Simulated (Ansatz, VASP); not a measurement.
NaCl: VASP beside Ansatz

Contents of INCAR:

```
PREC = Accurate
ENCUT = 500
EDIFF = 1E-6
ISMEAR = 0
SIGMA = 0.1
LREAL = False
LASPH = True
NELM = 120
ALGO = Normal
ISIF = 2
LWAVE = False
LCHARG = False
GGA = CA
NBANDS = 14
GGA_COMPAT = False
```

Contents of KPOINTS:

```
regular mesh
0
Gamma
  6 6 6
```

POSCAR

```
NaCl
1.0
    0.0000000000      2.7940632200      2.7940632200
    2.7940632200      0.0000000000      2.7940632200
    2.7940632200      2.7940632200      0.0000000000
Na Cl
1 1
Direct
    0.0000000000      0.0000000000      0.0000000000
    0.5000000000      0.5000000000      0.5000000000
```

Input for Ansatz:

```yaml
crystal:
  lattice:
    - [0.0, 2.79406322, 2.79406322]
    - [2.79406322, 0.0, 2.79406322]
    - [2.79406322, 2.79406322, 0.0]
  atoms:
    - { symbol: Na, position: [0.0, 0.0, 0.0] }
    - { symbol: Cl, position: [0.5, 0.5, 0.5] }
basis:
  ecutwfc: 420
kpoints:
  mp_grid: { grid: [6, 6, 6] }
hamiltonian:
  xc: lda
  pseudopotentials: { kind: paw }
scf:
  occupations: { method: gaussian, width: 0.1 }
output:
  forces: true
  stress: true
  eigenvalues: true
```

Alike in both runs: task single point; functional LDA; k mesh 6 × 6 × 6; occupations gaussian, width 0.1 eV; no spin polarisation.

|  | VASP | Ansatz |
| --- | --- | --- |
| version | VASP 6.6.1 | Ansatz 0.2.0 |
| potentials or method | VASP PAW LDA potentials, release 64 (Na_pv, Cl), cutoff 500 eV | scalar-relativistic, plane waves, PAW |
| valence electrons in the cell | 14 | 16 |

|  | VASP | Ansatz | Ansatz less VASP |
| --- | --- | --- | --- |
| gap on the k mesh at the Fermi level (eV) | 4.80 | 4.80 | -0.006 |
| least direct gap on the mesh (eV) | 4.80 | 4.80 | -0.006 |
| pressure (GPa) | -1.8 | -1.8 | +0.01 |

LDA's correlation is that of Perdew and Zunger in VASP and of Perdew and Wang (1992) in Ansatz. VASP's potentials hold 14 valence electrons a cell and Ansatz's 16, so a difference there can come from the potentials and not from the codes.
